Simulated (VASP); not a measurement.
Write the native input for VASP 6.6.1 that does the following.

```
Task                   : single point
Functional             : PBE
Potentials or basis    : VASP PAW PBE potentials, release 64 (Ti_sv, O)
Cutoff                 : 520 eV
k mesh                 : 9 × 7 × 1
Occupations            : gaussian, width 0.1 eV
Spin                   : no spin polarisation
Dipole correction      : yes
Further INCAR settings : ALGO = Normal; EDIFF = 1e-06; NBANDS = 35
```

The structure of Ti4O lies in POSCAR:

```
Ti4O
1.0
    2.9075446938      0.0000000000      0.0000000000
    0.0000000000      4.1118891392      0.0000000000
    0.0000000000      0.0000000000     19.6535692687
Ti O
4 1
Direct
    0.5000000000      0.5000000000      0.2035253722
    0.0000000000      0.0000000000      0.2774952616
    0.5000000000      0.5000000000      0.3439484703
    0.0000000000      0.0000000000      0.4148645550
    0.5000000000      0.0000000000      0.4685392498
```

The input as run:

INCAR

```
ALGO = Normal
DIPOL = 0.5 0.5 0.342
EDIFF = 1E-6
ENCUT = 520
GGA = PE
IDIPOL = 3
ISIF = 2
ISMEAR = 0
LASPH = T
LCHARG = F
LDIPOL = T
LREAL = F
LWAVE = F
NBANDS = 35
NELM = 80
PREC = Accurate
SIGMA = 0.1
```

KPOINTS

```
k-points
0
Gamma
  9 7 1
```

Potentials or basis: VASP PAW PBE potentials, release 64 (Ti_sv, O).

Run with:

```console
$ cat potpaw_PBE.64/Ti_sv/POTCAR potpaw_PBE.64/O/POTCAR > POTCAR
$ mpirun -np 1 vasp_std > vasp.out
```

It gave:

| Property | Result |
| --- | --- |
| Largest force | 1.455 eV/Å |
| Band gap on the k mesh | zero (band 27 reaches -0.15 eV, above the bottom of band 28 at -0.59 eV) |

Run time: 2.2 min on 1 thread of Intel(R) Xeon(R) 6975P-C (Granite Rapids), with other jobs on the host, peak memory 0.4 GiB.
